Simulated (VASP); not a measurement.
Pb, 3 atoms in the cell. The structure is hexagonal, space group P6/mmm (No. 191). The conventional cell has a = 5.272 Å, b = 5.272 Å, c = 3.203 Å, α = 90.00°, β = 90.00°, γ = 120.00°. Pb (site symmetry 6/mmm) has 14 Pb at 3.20 to 3.44 Å within 4.2 Å. Pb (site symmetry -6m2) has 11 Pb at 3.04 to 3.44 Å within 4.0 Å. This isn't the form of Pb at room conditions, which is fcc.

```yaml
Program: VASP 6.6.1
Task: single point
Functional: LDA
Potentials_or_basis: VASP PAW LDA potentials, release 64 (Pb_d)
Cutoff: 520 eV
k_mesh: 8 × 8 × 11
Occupations: fermi-dirac, width 0.1 eV
Spin: no spin polarisation
Dipole_correction: no
Further_INCAR_settings: ALGO = Normal; EDIFF = 1e-06; NBANDS = 28
```

Potentials or basis: VASP PAW LDA potentials, release 64 (Pb_d).

The run is started by

```console
$ cat potpaw_LDA.64/Pb_d/POTCAR > POTCAR
$ mpirun -np 1 vasp_std > vasp.out
```

Hardware: 1 thread of Intel(R) Xeon(R) 6975P-C (Granite Rapids), on a shared host.

Q: How long does it take, and how much memory?

A: Run time: 62 s on 1 thread of Intel(R) Xeon(R) 6975P-C (Granite Rapids) (shared host), peak memory 0.21 GiB. Counts: scf iterations 11, k points 60.
